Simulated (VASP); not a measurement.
A run of VASP 6.6.1:

The input INCAR:

```
SYSTEM = Zr2HS4
  PREC = Accurate
  ENCUT = 400
  EDIFF = 1E-6
  ISMEAR = 0
  SIGMA = 0.05
  LREAL = .FALSE.
  LASPH = .TRUE.
  NELM = 120
  ALGO = Normal
  ISIF = 2
  LWAVE = .FALSE.
  LCHARG = .TRUE.
  LDIPOL = .TRUE.
  IDIPOL = 3
  DIPOL = 0.5 0.5 0.291
  GGA = PE
  IVDW = 12
  LELF = .TRUE.
  LVHAR = .TRUE.
  LVACPOTAV = .TRUE.
  NBANDS = 62
  GGA_COMPAT = .FALSE.
  NELMDL = -8
```

File KPOINTS:

```
Automatic mesh
0
G
  6 6 1
  0 0 0
```

POSCAR

```
Zr2HS4
1.0
    7.2976778227      0.0000000000      0.0000000000
   -3.6488389114      6.3199743831      0.0000000000
    0.0000000000      0.0000000000     20.9171506047
S Zr H
8 4 2
Direct
    0.3333333333      0.1666666667      0.1912306354
    0.3333333333      0.6666666667      0.1912306354
    0.8333333333      0.1666666667      0.1912306354
    0.8333333333      0.6666666667      0.1912306354
    0.1666666667      0.3333333333      0.3306927762
    0.1666666667      0.8333333333      0.3306927762
    0.6666666667      0.3333333333      0.3306927762
    0.6666666667      0.8333333333      0.3306927762
    0.0000000000      0.0000000000      0.2609617058
    0.0000000000      0.5000000000      0.2609617058
    0.5000000000      0.0000000000      0.2609617058
    0.5000000000      0.5000000000      0.2609617058
    0.2969803379      0.7030196621      0.4741157528
    0.3696863288      0.6303136712      0.4741157528
```

Potentials or basis: VASP PAW PBE potentials, release 64 (S, Zr_sv, H).

Launch:

```console
$ cat potpaw_PBE.64/S/POTCAR potpaw_PBE.64/Zr_sv/POTCAR potpaw_PBE.64/H/POTCAR > POTCAR
$ mpirun -np 1 vasp_std > vasp.out
```

Hardware: 1 thread of Intel Xeon 8259CL (shared host).

Question: How long does it take, and how much memory?

Answer: Wall time 31 min on 1 thread of Intel Xeon 8259CL, on a shared host, peak memory 0.92 GiB. Counts: scf iterations 28, k points 13.
